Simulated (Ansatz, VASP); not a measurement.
## Two plane-wave programs on TlBr

```
Tl Br
1.0
     3.99491    0.00000    0.00000
     0.00000    3.99491    0.00000
     0.00000    0.00000    3.99491
Tl Br
1 1
Direct
  0.00000 0.00000 0.00000
  0.50000 0.50000 0.50000
```

Alike in both runs: task single point; functional PBE; k mesh 4 × 4 × 4; occupations methfessel-paxton of order 1, width 0.001 eV; no spin polarisation.

|  | VASP | Ansatz |
| --- | --- | --- |
| version | VASP 6.6.1 | Ansatz 0.2.0 |
| potentials or method | VASP PAW PBE potentials, release 64 (Tl_d, Br) | plane waves |
| plane-wave cutoff (eV) | 500 | 420 |
| valence electrons in the cell | 20 | 20 |

```tsv
	VASP	Ansatz	Ansatz less VASP
gap on the k mesh at the Fermi level (eV)	1.88	1.88	-0.006
pressure (GPa)	1.0	1.1	+0.03
```

Spin-orbit coupling is off throughout.
